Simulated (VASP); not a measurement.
# In3GaAs4 (P-4m2) in VASP: notebook, part 2 of 2

VASP 6.6.1. The steps go on from the part before.

## (3) Single point, PBE

This run uses another cell than the first one, of 23.82 Å³/atom.

INCAR reads:

```
PREC = Accurate ; ENCUT = 520
EDIFF = 1E-6 ; ISMEAR = 0
SIGMA = 0.1 ; LREAL = F
LASPH = T ; NELM = 80
ALGO = Normal ; ISIF = 2
LWAVE = F ; LCHARG = T
GGA = PE ; LELF = T
LVHAR = T ; NBANDS = 46
```

KPOINTS reads:

```
Automatic mesh
0
Gamma
  4 4 2
```

POSCAR reads:

```
In3GaAs4
1.0
    4.0690247400      0.0000000000      0.0000000000
    0.0000000000      4.0690247400      0.0000000000
    0.0000000000      0.0000000000     11.5089399600
In Ga As
3 1 4
Direct
    0.0000000000      0.0000000000      0.7500000000
    0.0000000000      0.0000000000      0.2500000000
    0.5000000000      0.5000000000      0.0000000000
    0.5000000000      0.5000000000      0.5000000000
    0.5000000000      0.0000000000      0.3750000000
    0.0000000000      0.5000000000      0.1250000000
    0.5000000000      0.0000000000      0.8750000000
    0.0000000000      0.5000000000      0.6250000000
```

Potentials or basis: VASP PAW PBE potentials, release 64 (In_d, Ga_d, As).

The run is started by

```console
> cat potpaw_PBE.64/In_d/POTCAR potpaw_PBE.64/Ga_d/POTCAR potpaw_PBE.64/As/POTCAR > POTCAR
> mpirun -np 1 vasp_std > vasp.out
```

Run time: 92 s. Hardware: 1 thread of AMD EPYC 9R45 (Zen 5), shared host; peak memory 0.29 GiB.

Results (log left out):

- Free energy: -29.6361 eV
- Pressure: 13.3 GPa
- Largest force: 1.669 eV/Å
- Band gap on the k mesh: 0.42 eV

Forces on the atoms (eV/Å):
```
In   0.000  0.000 -0.107
In   0.000  0.000  0.107
In   0.000  0.000  0.000
Ga   0.000  0.000  0.000
As   0.000  0.000  1.669
As   0.000  0.000  0.002
As   0.000  0.000 -0.002
As   0.000  0.000 -1.669
```

Stress tensor (GPa, compression positive):
```
13.64  0.00  0.00
 0.00 13.64  0.00
 0.00  0.00 12.67
```

Levels at points of the mesh, in eV from the valence-band top:
```
           k point  band 34  band 35  band 36  band 37  band 38  band 39
(0.00, 0.00, 0.00)    -0.01     0.00     0.00     0.42     1.32     1.86
(0.50, 0.00, 0.00)    -1.23    -1.16    -1.13     0.91     1.38     2.69
(0.50, 0.50, 0.00)    -2.79    -2.79    -2.77     1.32     1.32     1.70
(0.00, 0.00, 0.50)    -0.72    -0.62    -0.62     1.38     1.50     2.02
(0.50, 0.00, 0.50)    -1.25    -1.24    -1.15     1.73     2.29     2.36
(0.50, 0.50, 0.50)    -3.16    -3.12    -3.12     2.35     2.35     2.43
```

Caveat: the cell stands under pressure; spin-orbit coupling is left out, which moves the levels of the heavy elements; forces of over 1 eV/Å act on the atoms, so gaps and moduli don't describe the material at rest. A k mesh can miss the band edges.

## (4) Relaxation of cell and atoms, PBE

This run uses another cell than the first one, of 23.82 Å³/atom.

INCAR reads:

```
PREC = Accurate
ENCUT = 600
EDIFF = 1E-7
ISMEAR = 0
SIGMA = 0.1
LREAL = F
LASPH = T
NELM = 60
ALGO = Normal
ISIF = 3
LWAVE = F
LCHARG = F
GGA = PE
IBRION = 2
NSW = 90
EDIFFG = -0.04
```

KPOINTS is that of step 3.

POSCAR is that of step 3.

The run is started by

```console
> cat potpaw_PBE.64/In_d/POTCAR potpaw_PBE.64/Ga_d/POTCAR potpaw_PBE.64/As/POTCAR > POTCAR
> mpirun -np 1 vasp_std > vasp.out
```

It took 11 min on 1 thread of AMD EPYC 9R45 (Zen 5), shared host; peak memory 0.4 GiB.

Results (log left out):

```yaml
Free_energy: -31.1288 eV
Relaxed_volume: 28.20 Å³/atom
Relaxed_cell: a = 4.328 Å, b = 4.328 Å, c = 12.043 Å, α = 90.00°, β = 90.00°, γ = 90.00°
Space_group_after_relaxing_to_0.1_Å: P-4m2 (No. 115)
Energy_gained_by_relaxing: 186.6 meV/atom
Ionic_steps: 9
Pressure_after_relaxing: 0.0 GPa
Largest_force_after_relaxing: 0.030 eV/Å
Band_gap_on_the_k_mesh: zero (filled and empty bands touch)
```

Forces on the atoms (eV/Å):
```
In   0.000  0.000  0.029
In   0.000  0.000 -0.029
In   0.000  0.000  0.000
Ga   0.000  0.000  0.000
As   0.000  0.000  0.023
As   0.000  0.000  0.030
As   0.000  0.000 -0.030
As   0.000  0.000 -0.023
```

Stress tensor (GPa, compression positive):
```
0.00 0.00 0.00
0.00 0.00 0.00
0.00 0.00 0.10
```

Step by step:
```csv
step,energy change (eV),largest force (eV/Å),pressure (GPa),volume (Å³)
1,0.0000,1.6690,13.34,190.55
2,-1.0989,0.3030,-3.98,250.62
3,-1.4034,0.5150,-0.20,227.84
4,-1.4328,0.3690,-0.11,227.12
5,-1.4718,0.2251,0.23,224.94
6,-1.4851,0.1573,-0.15,226.54
7,-1.4879,0.1154,-0.41,227.68
8,-1.4919,0.0522,0.22,224.78
9,-1.4927,0.0301,0.03,225.62
```

Final structure:
```
In Ga As
1.0
     4.32845    0.00000    0.00000
     0.00000    4.32845    0.00000
     0.00000    0.00000   12.04257
In Ga As
3 1 4
Direct
  0.00000 0.00000 0.74132
  0.00000 0.00000 0.25868
  0.50000 0.50000 0.00000
  0.50000 0.50000 0.50000
  0.50000 0.00000 0.38854
  0.00000 0.50000 0.12909
  0.50000 0.00000 0.87091
  0.00000 0.50000 0.61146
```

Levels at points of the mesh, in eV from the Fermi level:
| k point | band 34 | band 35 | band 36 | band 37 | band 38 | band 39 |
| --- | --- | --- | --- | --- | --- | --- |
| (0.00, 0.00, 0.00) | -0.51 | -0.03 | -0.03 | -0.03 | 1.50 | 1.53 |
| (0.50, 0.00, 0.00) | -0.89 | -0.89 | -0.86 | 0.56 | 0.88 | 2.14 |
| (0.50, 0.50, 0.00) | -2.18 | -2.18 | -2.09 | 1.63 | 1.63 | 1.90 |
| (0.00, 0.00, 0.50) | -0.61 | -0.45 | -0.45 | 1.21 | 1.38 | 1.75 |
| (0.50, 0.00, 0.50) | -0.94 | -0.89 | -0.88 | 1.23 | 1.80 | 1.83 |
| (0.50, 0.50, 0.50) | -2.43 | -2.43 | -2.40 | 2.51 | 2.51 | 2.60 |

Caveat: the k points lie up to 0.36 Å⁻¹ apart in the final cell; the volume moved by over 15 % at a fixed basis, so the end points are rough; semilocal functionals underestimate gaps, so a narrow gap can read as zero; spin-orbit coupling is left out, which moves the levels of the heavy elements.

## (5) Single point, PBE

This run uses another cell than the first one, of 28.08 Å³/atom.

INCAR reads:

```
SYSTEM = In3GaAs4
ALGO = Normal
EDIFF = 1E-7
ENCUT = 520
GGA = PE
ISIF = 2
ISMEAR = 0
LASPH = .TRUE.
LCHARG = .TRUE.
LELF = .TRUE.
LREAL = .FALSE.
LVHAR = .TRUE.
LWAVE = .FALSE.
NBANDS = 46
NELM = 80
PREC = Accurate
SIGMA = 0.1
```

KPOINTS reads:

```
k-points
0
G
  10 10 4
  0 0 0
```

POSCAR reads:

```
In3GaAs4
1.0
    4.2903589621      0.0000000000      0.0000000000
    0.0000000000      4.2903589621      0.0000000000
    0.0000000000      0.0000000000     12.2022171342
In Ga As
3 1 4
Direct
    0.0000000000      0.0000000000      0.7413304446
    0.0000000000      0.0000000000      0.2586695554
    0.5000000000      0.5000000000      0.0000000000
    0.5000000000      0.5000000000      0.5000000000
    0.5000000000      0.0000000000      0.3886861253
    0.0000000000      0.5000000000      0.1293791181
    0.5000000000      0.0000000000      0.8706208819
    0.0000000000      0.5000000000      0.6113138747
```

The run is started by

```console
> cat potpaw_PBE.64/In_d/POTCAR potpaw_PBE.64/Ga_d/POTCAR potpaw_PBE.64/As/POTCAR > POTCAR
> mpirun -np 1 vasp_std > vasp.out
```

It took 7.5 min on 1 thread of AMD EPYC 9R45 (Zen 5), shared host; peak memory 0.65 GiB.

It converged, with:

| Property | Result |
| --- | --- |
| Free energy | -31.3148 eV |
| Pressure | 0.1 GPa |
| Largest force | 0.014 eV/Å |
| Band gap on the k mesh | zero (filled and empty bands touch) |

Forces in eV/Å, atoms in the order of the input:
```
In   0.000  0.000  0.008
In   0.000  0.000 -0.008
In   0.000  0.000  0.000
Ga   0.000  0.000  0.000
As   0.000  0.000 -0.014
As   0.000  0.000 -0.002
As   0.000  0.000  0.002
As   0.000  0.000  0.014
```

Levels at points of the mesh, in eV from the Fermi level:
| k point | band 32 | band 33 | band 34 | band 35 | band 36 | band 37 | band 38 | band 39 | band 40 | band 41 |
| --- | --- | --- | --- | --- | --- | --- | --- | --- | --- | --- |
| (0.00, 0.00, 0.00) | -1.27 | -1.27 | -0.54 | -0.15 | -0.05 | -0.05 | 1.51 | 1.59 | 2.19 | 2.34 |
| (0.50, 0.00, 0.00) | -1.03 | -1.02 | -0.94 | -0.87 | -0.86 | 0.54 | 0.84 | 2.16 | 2.64 | 4.42 |
| (0.50, 0.50, 0.00) | -2.79 | -2.34 | -2.28 | -2.28 | -2.20 | 1.54 | 1.54 | 1.79 | 1.94 | 3.91 |
| (0.00, 0.00, 0.50) | -1.87 | -0.63 | -0.63 | -0.46 | -0.46 | 1.20 | 1.36 | 1.77 | 1.77 | 2.11 |
| (0.50, 0.00, 0.50) | -1.88 | -1.49 | -0.92 | -0.87 | -0.87 | 1.23 | 1.77 | 1.81 | 1.90 | 4.22 |
| (0.50, 0.50, 0.50) | -2.61 | -2.57 | -2.51 | -2.51 | -2.49 | 2.40 | 2.40 | 2.48 | 2.48 | 2.55 |

Caveat: semilocal functionals underestimate gaps, so a narrow gap can read as zero; spin-orbit coupling is left out, which moves the levels of the heavy elements.

## (6) The runs side by side

```csv
task,cell,k mesh,cutoff (eV),gap on the mesh (eV),pressure (GPa),largest force (eV/Å)
single point,"a = 4.320, b = 4.320, c = 12.069 Å, 8 atoms, atomic positions A",4 × 4 × 2,520,none,0.1,0.01
single point,"a = 4.069, b = 4.069, c = 11.509 Å, 8 atoms, atomic positions B",4 × 4 × 2,520,0.42,13.3,1.67
relaxation of cell and atoms,"relaxed from a = 4.069, b = 4.069, c = 11.509 Å, 8 atoms, atomic positions B",4 × 4 × 2,600,none,0.0,0.03
single point,"a = 4.290, b = 4.290, c = 12.202 Å, 8 atoms, atomic positions A",10 × 10 × 4,520,none,0.1,0.01
```

Alike in all rows: level PBE; potentials or basis VASP PAW PBE potentials, release 64 (In_d, Ga_d, As); no spin polarisation; smearing gaussian 0.1 eV.

Caveats: some runs use coarse meshes; spin-orbit coupling is left out, which moves the levels of the heavy elements; semilocal functionals underestimate gaps, so a narrow gap can read as zero (at least some runs); the cell stands under pressure (at least some runs); forces of over 1 eV/Å act on the atoms, so gaps and moduli don't describe the material at rest (at least some runs); the volume moved by over 15 % at a fixed basis, so the end points are rough (at least some runs).

Total energies depend on the potentials used, so only differences within one code and one set of settings carry meaning.
